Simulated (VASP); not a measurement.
Crystal: EuOs3.

```xyz
4
Lattice="4.0634 0.0000 0.0000 0.0000 4.0634 0.0000 0.0000 0.0000 4.0634" Properties=species:S:1:pos:R:3 pbc="T T T"
Eu    0.0000    0.0000    0.0000
Os    0.0000    2.0317    2.0317
Os    2.0317    2.0317    0.0000
Os    2.0317    0.0000    2.0317
```

Base run:

* Program: VASP 6.6.1
* Functional: LDA
* Potentials or basis: VASP PAW PBE potentials, release 64 (Eu, Os)
* Cutoff: 520 eV
* k mesh: 8 × 8 × 8
* Occupations: gaussian, width 0.05 eV
* Spin: collinear spin, ferromagnetic start
* Starting moments: [6.73, 0.0, 0.0, 0.0] μB

Its results: pressure -11.4 GPa; net moment 5.46 μB per cell; site moments Eu +6.04; Os -0.26 μB.

Problem. The run is repeated on the same cell with these changes: functional from LDA to PBE. What comes out?

Solution. Pressure 0.4 GPa; net moment -5.40 μB per cell; site moments Eu -6.06; Os +0.30 μB.

PBE binds less tightly than LDA, so the same cell stands under more pressure.

Caveats: the cell stands under tension (at least some runs); the PAW data sets were made with another functional, which shifts forces and pressure a little (at least some runs).
